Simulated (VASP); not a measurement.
A run of VASP 6.6.1:

The input INCAR:

```
SYSTEM = MoF
ALGO = Normal ; EDIFF = 1E-7
ENCUT = 520 ; GGA = PE
ISIF = 2 ; ISMEAR = 0
ISPIN = 2 ; LASPH = .True.
LCHARG = .False. ; LMAXMIX = 4
LORBIT = 11 ; LREAL = .False.
LWAVE = .False. ; MAGMOM = 1.35 0
NBANDS = 22 ; NELM = 150
PREC = Accurate ; SIGMA = 0.1
```

KPOINTS

```
k-points
0
Gamma
  6 6 6
  0 0 0
```

The input POSCAR:

```
MoF
1.0
    0.0000000000      2.3953964909      2.3953964909
    2.3953964909      0.0000000000      2.3953964909
    2.3953964909      2.3953964909      0.0000000000
Mo F
1 1
Direct
    0.0000000000      0.0000000000      0.0000000000
    0.5000000000      0.5000000000      0.5000000000
```

Potentials or basis: VASP PAW PBE potentials, release 64 (Mo_sv, F).

Command:

```sh
$ cat potpaw_PBE.64/Mo_sv/POTCAR potpaw_PBE.64/F/POTCAR > POTCAR
$ mpirun -np 1 vasp_std > vasp.out
```

Hardware: 1 thread of Intel(R) Xeon(R) Platinum 8259CL CPU @ 2.50GHz (Skylake/Cascade Lake), with other jobs on the host.

How long does it take, and how much memory?

Run time: 32 s on 1 thread of Intel(R) Xeon(R) Platinum 8259CL CPU @ 2.50GHz (Skylake/Cascade Lake), with other jobs on the host, peak memory 0.17 GiB. Counts: scf iterations 16, k points 16.
